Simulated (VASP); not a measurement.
# CuSi16 (a cell with a defect) in VASP: a series of runs

The runs below take CuSi16 (a cell with a defect) through single point, with PBE.

Everything below comes from runs of VASP 6.6.1. Logs are shortened: lines on timing, memory, paths and dates and some standing lists are left out, and cuts for length are marked.

## 1. The cell of the first run

The cell holds a defect, 17 atoms: a = 7.679 Å, b = 7.679 Å, c = 7.679 Å, α = 60.00°, β = 60.00°, γ = 60.00°.

## 2. Single point, PBE

The input, INCAR:

```
  PREC = Accurate
  ENCUT = 520
  EDIFF = 1E-6
  ISMEAR = 0
  SIGMA = 0.05
  LREAL = Auto
  LASPH = T
  NELM = 80
  ALGO = Normal
  ISIF = 2
  LWAVE = F
  LCHARG = T
  GGA = PE
  LELF = T
  LVHAR = T
  NBANDS = 52
  NELECT = 74.0
```

The input, KPOINTS:

```
Automatic mesh
0
Gamma
  2 2 2
```

The input, POSCAR:

```
CuSi16
1.0
    0.0000000000      5.4300000000      5.4300000000
    5.4300000000      0.0000000000      5.4300000000
    5.4300000000      5.4300000000      0.0000000000
Si Cu
16 1
Direct
   -0.0072602210      0.0125504604     -0.0046976059
    0.1132396869      0.1436540516      0.1184234807
   -0.0140873849      0.0025938306      0.5083500000
    0.1214427256      0.1263644567      0.6210079190
   -0.0060033149      0.5115305709      0.0259174954
    0.1308065378      0.6375888582      0.1343851750
   -0.0061331492      0.4990136280      0.5131184162
    0.1075948435      0.6187963168      0.6546860037
    0.4941849908      0.0063232965     -0.0098962247
    0.6201221915      0.1239575506      0.1192988029
    0.4936547882     -0.0047711786      0.4932113260
    0.6145986188      0.1229894107      0.6155927256
    0.5044093923      0.4967086556     -0.0052710866
    0.6261581031      0.6247934622      0.1187787293
    0.4896677716      0.4950388582      0.5072810313
    0.6214101289      0.6225799263      0.6203340700
    0.2560089319      0.7748435543      0.2852899632
```

Potentials or basis: VASP PAW PBE potentials, release 64 (Si, Cu).

Run with:

```
$ cat potpaw_PBE.64/Si/POTCAR potpaw_PBE.64/Cu/POTCAR > POTCAR
$ mpirun -np 1 vasp_std > vasp.out
```

OUTCAR:

```text
PREC = Accurate
   ENCUT = 520
   EDIFF = 1E-6
   ISMEAR = 0
   LREAL = Auto
   LASPH = T
   NELM = 80
   ISIF = 2
   GGA = PE
   NELECT = 74.0

 ion  position               nearest neighbor table
   1  0.993  0.013  0.995-  10 2.34   4 2.35   2 2.35   6 2.36
   2  0.113  0.144  0.118-   5 2.32   1 2.35  17 2.35   9 2.39   3 2.45
   3  0.986  0.003  0.508-  12 2.33   4 2.33   8 2.41   2 2.45  17 2.47
   4  0.121  0.126  0.621-   3 2.33  11 2.33   7 2.34   1 2.35
   5  0.994  0.512  0.026-   2 2.32  14 2.32   6 2.33   8 2.33
   6  0.131  0.638  0.134-   5 2.33  13 2.35   1 2.36   7 2.38  17 2.59
   7  0.994  0.499  0.513-  16 2.34   4 2.34   8 2.35   6 2.38  17 2.94
   8  0.108  0.619  0.655-   5 2.33  17 2.35   7 2.35  15 2.40   3 2.41
   9  0.494  0.006  0.990-  10 2.34  12 2.35   2 2.39  14 2.39  17 2.59
  10  0.620  0.124  0.119-   9 2.34  13 2.34   1 2.34  11 2.34
  11  0.494  0.995  0.493-  12 2.33   4 2.33  16 2.34  10 2.34
  12  0.615  0.123  0.616-  11 2.33   3 2.33  15 2.34   9 2.35
  13  0.504  0.497  0.995-  10 2.34  14 2.34  16 2.35   6 2.35
  14  0.626  0.625  0.119-   5 2.32  13 2.34  17 2.37   9 2.39  15 2.44
  15  0.490  0.495  0.507-  12 2.34  16 2.34   8 2.40  14 2.44  17 2.51
  16  0.621  0.623  0.620-  15 2.34  11 2.34   7 2.34  13 2.35
  17  0.256  0.775  0.285-   8 2.35   2 2.35  14 2.37   3 2.47  15 2.51   9 2.59   6 2.59   7 2.94

  LATTYP: Found a face centered cubic cell.
 ALAT       =    10.8600000000

  Lattice vectors:

 A1 = (   0.0000000000,   5.4300000000,   5.4300000000)
 A2 = (   5.4300000000,   0.0000000000,   5.4300000000)
 A3 = (   5.4300000000,   5.4300000000,   0.0000000000)

Analysis of symmetry for initial positions (statically):
=====================================================================
 Subroutine PRICEL returns:
 Original cell was already a primitive cell.

 Routine SETGRP: Setting up the symmetry group for a
 face centered cubic supercell.

 Subroutine GETGRP returns: Found  1 space group operations
 (whereof  1 operations were pure point group operations)
 out of a pool of 48 trial point group operations.

The static configuration has the point symmetry C_1 .

Analysis of symmetry for dynamics (positions and initial velocities):
=====================================================================
 Subroutine PRICEL returns:
 Original cell was already a primitive cell.

 Routine SETGRP: Setting up the symmetry group for a
 face centered cubic supercell.

 Subroutine GETGRP returns: Found  1 space group operations
 (whereof  1 operations were pure point group operations)
 out of a pool of 48 trial point group operations.

The dynamic configuration has the point symmetry C_1 .

 Subroutine INISYM returns: Found  1 space group operations
 (whereof  1 operations are pure point group operations),
 and found     1 'primitive' translations

----------------------------------------------------------------------------------------

                                     Primitive cell

  volume of cell :     320.2060

  direct lattice vectors                    reciprocal lattice vectors
     0.000000000  5.430000000  5.430000000    -0.092081031  0.092081031  0.092081031
     5.430000000  0.000000000  5.430000000     0.092081031 -0.092081031  0.092081031
     5.430000000  5.430000000  0.000000000     0.092081031  0.092081031 -0.092081031

  length of vectors
     7.679179644  7.679179644  7.679179644     0.159489025  0.159489025  0.159489025

  position of ions in fractional coordinates (direct lattice)
     0.992739779  0.012550460  0.995302394
     0.113239687  0.143654052  0.118423481
     0.985912615  0.002593831  0.508350000
     0.121442726  0.126364457  0.621007919
     0.993996685  0.511530571  0.025917495
     0.130806538  0.637588858  0.134385175
[... 9 lines left out ...]
     0.621410129  0.622579926  0.620334070
     0.256008932  0.774843554  0.285289963

  ion indices of the primitive-cell ions
   primitive index   ion index
                 1           1
                 2           2
                 3           3
                 4           4
                 5           5
                 6           6
[... 9 lines left out ...]
                16          16
                17          17

----------------------------------------------------------------------------------------

 KPOINTS: Automatic mesh

Automatic generation of k-mesh.
 Grid dimensions read from file:
 generate k-points for:    2    2    2

 Generating k-lattice:

  Cartesian coordinates                     Fractional coordinates (reciprocal lattice)
    -0.046040516  0.046040516  0.046040516     0.500000000  0.000000000  0.000000000
     0.046040516 -0.046040516  0.046040516     0.000000000  0.500000000  0.000000000
     0.046040516  0.046040516 -0.046040516     0.000000000  0.000000000  0.500000000

  Length of vectors
     0.079744512  0.079744512  0.079744512

  Shift w.r.t. Gamma in fractional coordinates (k-lattice)
     0.000000000  0.000000000  0.000000000

 Subroutine IBZKPT returns following result:
 ===========================================

 Found      8 irreducible k-points:

 Following reciprocal coordinates:
            Coordinates               Weight
  0.000000  0.000000  0.000000      1.000000
  0.500000  0.000000  0.000000      1.000000
  0.000000  0.500000  0.000000      1.000000
  0.000000  0.000000  0.500000      1.000000
  0.500000  0.500000  0.500000      1.000000
  0.500000  0.500000  0.000000      1.000000
  0.000000  0.500000  0.500000      1.000000
  0.500000  0.000000  0.500000      1.000000
   k-points           NKPTS =      8   k-points in BZ     NKDIM =      8   number of bands    NBANDS=     52
   number of dos      NEDOS =    301   number of ions     NIONS =     17
   total plane-waves  NPLWV = 216000
   dimension x,y,z NGX =    60 NGY =   60 NGZ =   60
   dimension x,y,z NGXF=   120 NGYF=  120 NGZF=  120
   ions per type =              16   1
   NGX,Y,Z   is equivalent  to a cutoff of  12.99, 12.99, 12.99 a.u.
   NGXF,Y,Z  is equivalent  to a cutoff of  25.98, 25.98, 25.98 a.u.
 SYSTEM =  unknown system
   PREC   = accura    normal or accurate (medium, high low for compatibility)
   ISTART =      0    job   : 0-new  1-cont  2-samecut
   ICHARG =      2    charge: 1-file 2-atom 10-const
   ISPIN  =      1    spin polarized calculation?
   LNONCOLLINEAR =      F non collinear calculations
   LSORBIT =      F    spin-orbit coupling
   LASPH  =      T    aspherical Exc in radial PAW
   ENCUT  =  520.0 eV  38.22 Ry    6.18 a.u.  14.28 14.28 14.28*2*pi/ulx,y,z
   NELM   =     80;   NELMIN=  2; NELMDL= -5     # of ELM steps
   EDIFF  = 0.1E-05   stopping-criterion for ELM
   LREAL  =      T    real-space projection
   EDIFFG = 0.1E-04   stopping-criterion for IOM
   NSW    =      0    number of steps for IOM
   IBRION =     -1    ionic relax: 0-MD 1-quasi-New 2-CG
   NFREE  =      0    steps in history (QN), initial steepest desc. (CG)
   ISIF   =      2    stress and relaxation
   ISYM   =      2    0-nonsym 1-usesym 2-fastsym
   POTIM  = 0.5000    time-step for ionic-motion
   TEBEG  =    0.0;   TEEND  =   0.0 temperature during run
   PSTRESS=    0.0 pullay stress
   NELECT =      74.0000    total number of electrons
   NUPDOWN=      -1.0000    fix difference up-down
   EMIN   =  10.00;   EMAX   =-10.00  energy-range for DOS
   EFERMI =   0.00;   METHOD = LEGACY
   ISMEAR =     0;   SIGMA  =   0.05  broadening in eV -4-tet -1-fermi 0-gaus
   EFERMI_NEDOS =   21; number of points for ismear=-14 and -15
   IALGO  =     38    algorithm
   IMIX   =      4    mixing-type and parameters
     AMIX     =   0.40;   BMIX     =  1.00
     AMIX_MAG =   1.60;   BMIX_MAG =  1.00
  volume/ion in A,a.u.               =      18.84       127.11
  Fermi-wavevector in a.u.,A,eV,Ry     =   1.004636  1.898488 13.732283  1.009294
  Thomas-Fermi vector in A             =   2.137265
   LORBIT       =      0    0 simple, 1 ext, 2 COOP (PROOUT), +10 PAW based schemes
   GGA     = PE    functional components
   LHFCALC =     F    Hartree Fock is set to
   AEXX    =    0.0000 exact exchange contribution
   IVDW    =     0    specifies the selected vdW correction
   LEPSILON=     F    determine dielectric tensor
   LRPA    =     F    only Hartree local field effects (RPA)
 non-spin polarized calculation
 Gauss-broadening in eV      SIGMA  =   0.05
  energy-cutoff  :      520.00
  volume of cell :      320.21
 maximum number of plane-waves:      8646
 NGX is ok and might be reduce to    60
   NGX = 29   NGY = 29   NGZ = 29

 number of electron      74.0000001 magnetization

 Free energy of the ion-electron system (eV)
  ---------------------------------------------------
  ext. energy  EPLUGINS =         0.00000000
  ---------------------------------------------------
  free energy    TOTEN  =       -94.21934960 eV

  energy without entropy =      -94.21894982  energy(sigma->0) =      -94.21914971

 E-fermi :   6.3918     XC(G=0):  -9.6089

 val. band max:        6.3070471739   @ k =   0.0000   0.0000   0.0000
 cond. band min:       6.4764636489   @ k =   0.0000   0.0000   0.0000
 fundamental gap:      0.1694164750
 Fermi energy:         6.3917554506

 k-point     1 :       0.0000    0.0000    0.0000
  band No.  band energies     occupation
      1      -5.8952      2.00000
      2      -3.5294      2.00000
      3      -3.5171      2.00000
      4      -3.4885      2.00000
      5      -3.4663      2.00000
      6      -2.0237      2.00000
[... 41 lines left out ...]
     48       8.4763      0.00000
     49       8.6027      0.00000

 k-point     2 :       0.5000    0.0000    0.0000
  band No.  band energies     occupation
      1      -5.2068      2.00000
      2      -4.9559      2.00000
      3      -3.3007      2.00000
      4      -3.2600      2.00000
      5      -3.1614      2.00000
      6      -3.0388      2.00000
[... 304 lines left out ...]
 k-point     8 :       0.5000    0.0000    0.5000
  band No.  band energies     occupation
      1      -4.9342      2.00000
      2      -4.7176      2.00000
      3      -3.8772      2.00000
      4      -3.7760      2.00000
      5      -3.7488      2.00000
      6      -3.7370      2.00000
[... 41 lines left out ...]
     48      10.4805      0.00000
     49      10.5077      0.00000
 [bands above 49 left out]

------------------------ aborting loop because EDIFF is reached ----------------------------------------

  FORCE on cell =-STRESS in cart. coord.  units (eV):
  Direction    XX          YY          ZZ          XY          YZ          ZX
  --------------------------------------------------------------------------------------
  -------------------------------------------------------------------------------------
  Total       -1.2995636     -1.5456313     -2.0317934     -0.6577868     -0.0909941      0.0755175
  in kB       -6.5024744     -7.7336945    -10.1662465     -3.2912909     -0.4552967      0.3778579
  external PRESSURE =      -8.1341385 kB  Pullay stress =       0.0000000 kB

 VOLUME and BASIS-vectors are now :
 -----------------------------------------------------------------------------
  energy-cutoff  :      520.00
  volume of cell :      320.21
      direct lattice vectors                 reciprocal lattice vectors
     0.000000000  5.430000000  5.430000000    -0.092081031  0.092081031  0.092081031
     5.430000000  0.000000000  5.430000000     0.092081031 -0.092081031  0.092081031
     5.430000000  5.430000000  0.000000000     0.092081031  0.092081031 -0.092081031

 POSITION                                       TOTAL-FORCE (eV/Angst)
 -----------------------------------------------------------------------------------
      5.47264     10.79507      5.45873         0.012670      0.001694     -0.000351
      1.42308      1.25793      1.39493        -0.013204      0.004319     -0.008640
      2.77443      8.11385      5.36759         0.002131     -0.007577     -0.008509
      4.05823      4.03151      1.34559         0.015608     -0.022231     -0.013476
      2.91834      5.53813      8.17501         0.007428     -0.001115     -0.001241
      4.19182      1.43999      4.17239        -0.013079     -0.020401     -0.008509
[... 9 lines left out ...]
      6.74902      6.74267      6.75487         0.013909     -0.003032      0.009821
      5.75653      2.93925      5.59753        -0.033095      0.030031      0.016342
 -----------------------------------------------------------------------------------
    total drift:                               -0.003882     -0.002115     -0.001014

  FREE ENERGIE OF THE ION-ELECTRON SYSTEM (eV)
  ---------------------------------------------------
  free  energy   TOTEN  =       -94.2193496028 eV

  energy  without entropy=      -94.2189498162  energy(sigma->0) =      -94.21914971
```

Wall time 3.1 min (1 thread of Intel Xeon 6975P-C (Granite Rapids), shared host); peak memory 0.49 GiB.

Results:

```yaml
Free_energy: -94.2193 eV
Largest_force: 0.048 eV/Å
```

Forces on the atoms (eV/Å):
```
Si   0.013  0.002  0.000
Si  -0.013  0.004 -0.009
Si   0.002 -0.008 -0.009
Si   0.016 -0.022 -0.013
Si   0.007 -0.001 -0.001
Si  -0.013 -0.020 -0.009
Si  -0.001 -0.005  0.007
Si  -0.003 -0.002 -0.002
Si   0.003 -0.004  0.009
Si   0.006 -0.002 -0.001
Si   0.002 -0.014 -0.017
Si   0.003 -0.005  0.001
Si   0.005  0.000  0.002
Si  -0.010  0.028  0.025
Si   0.002  0.023 -0.010
Si   0.014 -0.003  0.010
Cu  -0.033  0.030  0.016
```

Levels at points of the mesh, in eV from the Fermi level:
```csv
k point,band 34,band 35,band 36,band 37,band 38,band 39,band 40,band 41
"(0.00, 0.00, 0.00)",-0.95,-0.64,-0.19,-0.08,0.08,0.46,0.60,0.62
"(0.50, 0.00, 0.00)",-0.91,-0.88,-0.83,-0.70,0.56,1.12,1.28,1.31
"(0.00, 0.50, 0.00)",-0.93,-0.86,-0.83,-0.74,0.55,1.15,1.29,1.33
"(0.00, 0.00, 0.50)",-0.93,-0.87,-0.83,-0.79,0.48,1.19,1.28,1.34
"(0.50, 0.50, 0.50)",-0.90,-0.88,-0.67,-0.52,0.53,1.02,1.32,1.37
"(0.50, 0.50, 0.00)",-1.50,-1.48,-1.41,-1.07,0.68,1.02,1.98,2.05
"(0.00, 0.50, 0.50)",-1.54,-1.44,-1.41,-1.02,0.65,1.03,1.97,2.07
"(0.50, 0.00, 0.50)",-1.53,-1.45,-1.42,-1.04,0.66,1.02,1.98,2.07
```

Caveat: the k points lie up to 0.50 Å⁻¹ apart; the cell carries a net charge on a neutralising background, which shifts energy and pressure; the cell is charged against a uniform background, so pressure and absolute levels hang on convention.

(Continued in part 2 of 2.)
